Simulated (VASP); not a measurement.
# PbO (F-43m) in VASP: settings compared

The runs below take PbO through single point, with PBE, r2SCAN.

Program: VASP 6.6.1. These are calculated values, not measurements. Logs are shortened: lines on timing, memory, paths and dates and some standing lists are left out, and cuts for length are marked.

**1. The cell of the first run**

It takes space group F-43m (No. 216, cubic). The conventional cell has a = 5.598 Å, b = 5.598 Å, c = 5.598 Å, α = 90.00°, β = 90.00°, γ = 90.00°. Pb (site symmetry -43m) has 4 O at 2.42 Å within 3.2 Å. Within 3.2 Å of O (site symmetry -43m) lie 4 Pb at 2.42 Å.

**2. Single point, PBE**

INCAR

```
SYSTEM = PbO
ALGO = Normal
EDIFF = 1E-6
ENCUT = 600
GGA = PE
GGA_COMPAT = .FALSE.
ISIF = 2
ISMEAR = 0
LASPH = .TRUE.
LCHARG = .FALSE.
LREAL = .FALSE.
LWAVE = .FALSE.
NBANDS = 17
NELM = 120
PREC = Accurate
SIGMA = 0.01
```

KPOINTS

```
k-points
0
G
  6 6 6
  0 0 0
```

POSCAR

```
PbO
1.0
    0.0000000000      2.7987768025      2.7987768025
    2.7987768025      0.0000000000      2.7987768025
    2.7987768025      2.7987768025      0.0000000000
Pb O
1 1
Direct
    0.0000000000      0.0000000000      0.0000000000
    0.2500000000      0.2500000000      0.2500000000
```

Potentials or basis: VASP PAW PBE potentials, release 64 (Pb_d, O).

Run with:

```sh
$ cat potpaw_PBE.64/Pb_d/POTCAR potpaw_PBE.64/O/POTCAR > POTCAR
$ mpirun -np 1 vasp_std > vasp.out
```

OUTCAR:

```text
SYSTEM = PbO
   EDIFF = 1E-6
   ENCUT = 600
   GGA = PE
   ISIF = 2
   ISMEAR = 0
   LASPH = .TRUE.
   LREAL = .FALSE.
   NELM = 120
   PREC = Accurate

 ion  position               nearest neighbor table
   1  0.000  0.000  0.000-   2 2.42   2 2.42   2 2.42   2 2.42
   2  0.250  0.250  0.250-   1 2.42   1 2.42   1 2.42   1 2.42

  LATTYP: Found a face centered cubic cell.
 ALAT       =     5.5975536050

  Lattice vectors:

 A1 = (   0.0000000000,   2.7987768025,   2.7987768025)
 A2 = (   2.7987768025,   0.0000000000,   2.7987768025)
 A3 = (   2.7987768025,   2.7987768025,   0.0000000000)

Analysis of symmetry for initial positions (statically):
=====================================================================
 Subroutine PRICEL returns:
 Original cell was already a primitive cell.

 Routine SETGRP: Setting up the symmetry group for a
 face centered cubic supercell.

 Subroutine GETGRP returns: Found 24 space group operations
 (whereof 24 operations were pure point group operations)
 out of a pool of 48 trial point group operations.

The static configuration has the point symmetry T_d .

Analysis of symmetry for dynamics (positions and initial velocities):
=====================================================================
 Subroutine PRICEL returns:
 Original cell was already a primitive cell.

 Routine SETGRP: Setting up the symmetry group for a
 face centered cubic supercell.

 Subroutine GETGRP returns: Found 24 space group operations
 (whereof 24 operations were pure point group operations)
 out of a pool of 48 trial point group operations.

The dynamic configuration has the point symmetry T_d .

 Subroutine INISYM returns: Found 24 space group operations
 (whereof 24 operations are pure point group operations),
 and found     1 'primitive' translations

----------------------------------------------------------------------------------------

                                     Primitive cell

  volume of cell :      43.8465

  direct lattice vectors                    reciprocal lattice vectors
     0.000000000  2.798776802  2.798776802    -0.178649473  0.178649473  0.178649473
     2.798776802  0.000000000  2.798776802     0.178649473 -0.178649473  0.178649473
     2.798776802  2.798776802  0.000000000     0.178649473  0.178649473 -0.178649473

  length of vectors
     3.958068112  3.958068112  3.958068112     0.309429963  0.309429963  0.309429963

  position of ions in fractional coordinates (direct lattice)
     0.000000000  0.000000000  0.000000000
     0.250000000  0.250000000  0.250000000

  ion indices of the primitive-cell ions
   primitive index   ion index
                 1           1
                 2           2

----------------------------------------------------------------------------------------

 KPOINTS: k-points

Automatic generation of k-mesh.
 Grid dimensions read from file:
 generate k-points for:    6    6    6

 Generating k-lattice:

  Cartesian coordinates                     Fractional coordinates (reciprocal lattice)
    -0.029774912  0.029774912  0.029774912     0.166666667  0.000000000  0.000000000
     0.029774912 -0.029774912  0.029774912     0.000000000  0.166666667  0.000000000
     0.029774912  0.029774912 -0.029774912     0.000000000  0.000000000  0.166666667

  Length of vectors
     0.051571661  0.051571661  0.051571661

  Shift w.r.t. Gamma in fractional coordinates (k-lattice)
     0.000000000  0.000000000  0.000000000

 Subroutine IBZKPT returns following result:
 ===========================================

 Found     16 irreducible k-points:

 Following reciprocal coordinates:
            Coordinates               Weight
  0.000000  0.000000  0.000000      1.000000
  0.166667  0.000000  0.000000      8.000000
  0.333333  0.000000  0.000000      8.000000
  0.500000  0.000000  0.000000      4.000000
  0.166667  0.166667  0.000000      6.000000
  0.333333  0.166667  0.000000     24.000000
[... 8 lines left out ...]
 -0.333333  0.333333  0.166667     24.000000
 -0.333333  0.500000  0.166667     12.000000
   k-points           NKPTS =     16   k-points in BZ     NKDIM =     16   number of bands    NBANDS=     17
   number of dos      NEDOS =    301   number of ions     NIONS =      2
   total plane-waves  NPLWV =  32768
   dimension x,y,z NGX =    32 NGY =   32 NGZ =   32
   dimension x,y,z NGXF=    64 NGYF=   64 NGZF=   64
   ions per type =               1   1
   NGX,Y,Z   is equivalent  to a cutoff of  13.44, 13.44, 13.44 a.u.
   NGXF,Y,Z  is equivalent  to a cutoff of  26.88, 26.88, 26.88 a.u.
 SYSTEM =  PbO
   PREC   = accura    normal or accurate (medium, high low for compatibility)
   ISTART =      0    job   : 0-new  1-cont  2-samecut
   ICHARG =      2    charge: 1-file 2-atom 10-const
   ISPIN  =      1    spin polarized calculation?
   LNONCOLLINEAR =      F non collinear calculations
   LSORBIT =      F    spin-orbit coupling
   LASPH  =      T    aspherical Exc in radial PAW
   ENCUT  =  600.0 eV  44.10 Ry    6.64 a.u.   7.91  7.91  7.91*2*pi/ulx,y,z
   NELM   =    120;   NELMIN=  2; NELMDL= -5     # of ELM steps
   EDIFF  = 0.1E-05   stopping-criterion for ELM
   LREAL  =      F    real-space projection
   EDIFFG = 0.1E-04   stopping-criterion for IOM
   NSW    =      0    number of steps for IOM
   IBRION =     -1    ionic relax: 0-MD 1-quasi-New 2-CG
   NFREE  =      0    steps in history (QN), initial steepest desc. (CG)
   ISIF   =      2    stress and relaxation
   ISYM   =      2    0-nonsym 1-usesym 2-fastsym
   POTIM  = 0.5000    time-step for ionic-motion
   TEBEG  =    0.0;   TEEND  =   0.0 temperature during run
   PSTRESS=    0.0 pullay stress
   NELECT =      20.0000    total number of electrons
   NUPDOWN=      -1.0000    fix difference up-down
   EMIN   =  10.00;   EMAX   =-10.00  energy-range for DOS
   EFERMI =   0.00;   METHOD = LEGACY
   ISMEAR =     0;   SIGMA  =   0.01  broadening in eV -4-tet -1-fermi 0-gaus
   EFERMI_NEDOS =   21; number of points for ismear=-14 and -15
   IALGO  =     38    algorithm
   IMIX   =      4    mixing-type and parameters
     AMIX     =   0.40;   BMIX     =  1.00
     AMIX_MAG =   1.60;   BMIX_MAG =  1.00
  volume/ion in A,a.u.               =      21.92       147.95
  Fermi-wavevector in a.u.,A,eV,Ry     =   1.260201  2.381435 21.607509  1.588107
  Thomas-Fermi vector in A             =   2.393723
   LORBIT       =      0    0 simple, 1 ext, 2 COOP (PROOUT), +10 PAW based schemes
   GGA     = PE    functional components
   LHFCALC =     F    Hartree Fock is set to
   AEXX    =    0.0000 exact exchange contribution
   IVDW    =     0    specifies the selected vdW correction
   LEPSILON=     F    determine dielectric tensor
   LRPA    =     F    only Hartree local field effects (RPA)
 non-spin polarized calculation
 Gauss-broadening in eV      SIGMA  =   0.01
  energy-cutoff  :      600.00
  volume of cell :       43.85
 maximum number of plane-waves:      1484
   NGX = 15   NGY = 15   NGZ = 15

 number of electron      20.0000002 magnetization

 Free energy of the ion-electron system (eV)
  ---------------------------------------------------
  ext. energy  EPLUGINS =         0.00000000
  ---------------------------------------------------
  free energy    TOTEN  =       -10.34435177 eV

  energy without entropy =      -10.34435177  energy(sigma->0) =      -10.34435177

 E-fermi :   4.7025     XC(G=0):  -9.3316

 val. band max:        4.6574353075   @ k =  -0.3333   0.5000   0.1667
 cond. band min:       5.1291869407   @ k =   0.5000   0.5000   0.0000
 fundamental gap:      0.4717516333
 Fermi energy:         4.7025436863

 k-point     1 :       0.0000    0.0000    0.0000
  band No.  band energies     occupation
      1     -12.9813      2.00000
      2     -11.7032      2.00000
      3     -11.7032      2.00000
      4     -11.7032      2.00000
      5     -11.6052      2.00000
      6     -11.6052      2.00000
[... 9 lines left out ...]
     16      16.8260      0.00000
     17      16.8260      0.00000

 k-point     2 :       0.1667    0.0000    0.0000
  band No.  band energies     occupation
      1     -13.0177      2.00000
      2     -11.6883      2.00000
      3     -11.6883      2.00000
      4     -11.6037      2.00000
      5     -11.6037      2.00000
      6     -11.5382      2.00000
[... 9 lines left out ...]
     16      16.3110      0.00000
     17      16.3214      0.00000

 k-point     3 :       0.3333    0.0000    0.0000
  band No.  band energies     occupation
      1     -13.0890      2.00000
      2     -11.6754      2.00000
      3     -11.6754      2.00000
      4     -11.5832      2.00000
      5     -11.5832      2.00000
      6     -11.1754      2.00000
[... 9 lines left out ...]
     16      16.2666      0.00000
     17      17.7764      0.00000

 k-point     4 :       0.5000    0.0000    0.0000
  band No.  band energies     occupation
      1     -13.1241      2.00000
      2     -11.6764      2.00000
      3     -11.6764      2.00000
      4     -11.5653      2.00000
      5     -11.5653      2.00000
      6     -10.9732      2.00000
[... 9 lines left out ...]
     16      16.5669      0.00000
     17      17.4481      0.00000
[... 183 lines left out ...]
      1     -13.1240      2.00000
      2     -11.6563      2.00000
      3     -11.6351      2.00000
      4     -11.6014      2.00000
      5     -11.5764      2.00000
      6     -10.9506      2.00000
[... 9 lines left out ...]
     16      17.4818      0.00000
     17      19.7018      0.00000

 k-point    15 :      -0.3333    0.3333    0.1667
  band No.  band energies     occupation
      1     -13.1419      2.00000
      2     -11.6620      2.00000
      3     -11.6270      2.00000
      4     -11.5955      2.00000
      5     -11.5735      2.00000
      6     -10.8085      2.00000
[... 9 lines left out ...]
     16      18.1363      0.00000
     17      19.3323      0.00000

 k-point    16 :      -0.3333    0.5000    0.1667
  band No.  band energies     occupation
      1     -13.1519      2.00000
      2     -11.6542      2.00000
      3     -11.6248      2.00000
      4     -11.5801      2.00000
      5     -11.5650      2.00000
      6     -10.7761      2.00000
[... 9 lines left out ...]
     16      17.8402      0.00000
     17      19.5756      0.00000

------------------------ aborting loop because EDIFF is reached ----------------------------------------

  FORCE on cell =-STRESS in cart. coord.  units (eV):
  Direction    XX          YY          ZZ          XY          YZ          ZX
  --------------------------------------------------------------------------------------
  -------------------------------------------------------------------------------------
  Total        0.6439486      0.6439486      0.6439486     -0.0000000     -0.0000000      0.0000000
  in kB       23.5302761     23.5302761     23.5302761     -0.0000000     -0.0000000      0.0000000
  external PRESSURE =      23.5302761 kB  Pullay stress =       0.0000000 kB

 VOLUME and BASIS-vectors are now :
 -----------------------------------------------------------------------------
  energy-cutoff  :      600.00
  volume of cell :       43.85
      direct lattice vectors                 reciprocal lattice vectors
     0.000000000  2.798776802  2.798776802    -0.178649473  0.178649473  0.178649473
     2.798776802  0.000000000  2.798776802     0.178649473 -0.178649473  0.178649473
     2.798776802  2.798776802  0.000000000     0.178649473  0.178649473 -0.178649473

 POSITION                                       TOTAL-FORCE (eV/Angst)
 -----------------------------------------------------------------------------------
      0.00000      0.00000      0.00000        -0.000000     -0.000000     -0.000000
      1.39939      1.39939      1.39939         0.000000      0.000000      0.000000
 -----------------------------------------------------------------------------------
    total drift:                                0.000000      0.000000      0.000000

  FREE ENERGIE OF THE ION-ELECTRON SYSTEM (eV)
  ---------------------------------------------------
  free  energy   TOTEN  =       -10.3443517660 eV

  energy  without entropy=      -10.3443517660  energy(sigma->0) =      -10.34435177
```

Wall time 6.3 s (1 thread of Intel Xeon 6975P-C (Granite Rapids), shared host); peak memory 0.17 GiB.

What came out:

```
Free energy            : -10.3444 eV
Pressure               : 2.4 GPa
Band gap on the k mesh : 0.47 eV (least direct gap 0.61 eV)
```

Caveat: spin-orbit coupling is left out, which moves the levels of the heavy elements. A k mesh can miss the band edges.

**3. Single point, r2SCAN**

POSCAR is that of step 2.

INCAR.step1

```
SYSTEM = PbO
PREC     = Accurate       ! precision mode
ENCUT    = 660            ! plane-wave cutoff, eV
ISMEAR   = 0              ! smearing method
SIGMA    = 0.01           ! smearing width, eV
LREAL    = .False.        ! projectors in reciprocal space
LASPH    = .True.         ! aspherical terms in the spheres
NELM     = 120            ! most SCF steps
NBANDS   = 17             ! bands
GGA      = PE             ! functional
ALGO     = Normal         ! electronic algorithm
EDIFF    = 1E-5           ! SCF threshold, eV
LWAVE    = .True.         ! write WAVECAR
LCHARG   = .False.        ! write CHGCAR
GGA_COMPAT= .False.
```

INCAR.step2

```
SYSTEM = PbO
PREC     = Accurate       ! precision mode
ENCUT    = 660            ! plane-wave cutoff, eV
EDIFF    = 1E-6           ! SCF threshold, eV
ISMEAR   = 0              ! smearing method
SIGMA    = 0.01           ! smearing width, eV
LREAL    = .False.        ! projectors in reciprocal space
LASPH    = .True.         ! aspherical terms in the spheres
NELM     = 120            ! most SCF steps
ALGO     = Normal         ! electronic algorithm
ISIF     = 2              ! what is computed and relaxed
LWAVE    = .False.        ! write WAVECAR
LCHARG   = .True.         ! write CHGCAR
METAGGA  = R2SCAN         ! meta-GGA
LMIXTAU  = .True.       
LELF     = .True.         ! ELF
LVHAR    = .True.       
NBANDS   = 17             ! bands
ISTART   = 1            
GGA_COMPAT= .False.
```

KPOINTS

```
regular mesh
0
Gamma
  6 6 6
  0 0 0
```

Potentials or basis: VASP PAW PBE potentials, release 64 (Pb_d, O).

Run with:

```sh
$ cat potpaw_PBE.64/Pb_d/POTCAR potpaw_PBE.64/O/POTCAR > POTCAR
$ cp INCAR.step1 INCAR
$ mpirun -np 1 vasp_std > vasp.out
$ cp INCAR.step2 INCAR
$ mpirun -np 1 vasp_std > vasp.out
```

Wall time 38 s (1 thread of Intel Xeon 6975P-C (Granite Rapids), shared host); peak memory 0.21 GiB.

The run converged. Its results:

- Free energy: -64.1703 eV
- Pressure: 0.2 GPa
- Band gap on the k mesh: 0.65 eV (least direct gap 0.79 eV)

Levels at points of the mesh, in eV from the valence-band top:
```csv
k point,band 7,band 8,band 9,band 10,band 11,band 12,band 13,band 14
"(0.00, 0.00, 0.00)",-6.95,-2.37,-2.37,-2.37,5.66,5.66,5.66,8.48
"(0.50, 0.00, 0.00)",-8.02,-2.84,-2.84,-2.19,2.64,5.86,5.86,9.11
"(0.50, 0.50, 0.00)",-8.01,-3.63,-3.63,-0.14,0.65,6.29,6.29,6.66
```

Caveat: the PAW data sets were made with another functional, which shifts forces and pressure a little; spin-orbit coupling is left out, which moves the levels of the heavy elements.
